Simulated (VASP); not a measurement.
**Ge: single point with PBEsol+D3(BJ)**

Ge:

```xyz
2
Lattice="1.4003 -2.4417 0.0000 1.4003 2.4417 0.0000 0.0000 0.0000 5.3386" Properties=species:S:1:pos:R:3 pbc="T T T"
Ge    1.4003   -0.8133    1.3347
Ge    1.4003    0.8133    4.0040
```

This isn't the form of Ge at room conditions, which is diamond.

This cell differs from its parent crystal: ratio of the length along z to the lengths across it x 1.2, volume and fractional coordinates fixed.

```
Program                : VASP 6.6.1
Task                   : single point
Functional             : PBEsol
Dispersion             : D3(BJ)
Potentials or basis    : VASP PAW PBE potentials, release 64 (Ge_d)
Cutoff                 : 520 eV
k mesh                 : 20 × 20 × 12
Occupations            : gaussian, width 0.15 eV
Spin                   : no spin polarisation
Dipole correction      : no
Further INCAR settings : ALGO = Normal; EDIFF = 1e-06; NBANDS = 21
```

```yaml
Pressure: -1.2 GPa
Band_gap_on_the_k_mesh: zero (bands 14 and 15 overlap by 8.81 eV)
Dispersion_energy_per_atom: -0.339 eV
```

Stress tensor (GPa, compression positive):
```
 1.82  0.00  0.00
 0.00  1.49  0.00
 0.00  0.00 -6.83
```

Levels at points of the mesh, in eV from the Fermi level:
```tsv
k point	band 10	band 11	band 12	band 13	band 14	band 15	band 16	band 17	band 18	band 19
(0.00, 0.00, 0.00)	-24.58	-13.54	-9.76	-6.13	5.99	9.20	9.33	10.38	10.57	10.71
(0.50, 0.00, 0.00)	-24.54	-7.63	-6.69	-3.58	-2.99	-0.66	1.36	4.23	7.17	8.18
(0.50, 0.50, 0.00)	-24.54	-7.71	-6.74	-3.64	-3.02	-0.73	1.31	4.41	7.35	8.36
(0.00, 0.00, 0.50)	-24.60	-12.29	-12.29	-1.02	-1.02	9.91	9.91	10.05	10.05	15.09
(0.50, 0.00, 0.50)	-24.54	-6.57	-6.57	-5.08	-5.08	3.57	3.57	5.37	5.37	7.68
(0.50, 0.50, 0.50)	-24.54	-6.66	-6.66	-5.11	-5.11	3.52	3.52	5.55	5.55	7.63
```

Wall time 4.8 min on 1 thread of Intel(R) Xeon(R) Platinum 8259CL CPU @ 2.50GHz (Skylake/Cascade Lake), with other jobs on the host, peak memory 0.54 GiB.

Caveat: the stress differs along the axes, from -7 to 2 GPa; the PAW data sets were made with another functional, which shifts forces and pressure a little.
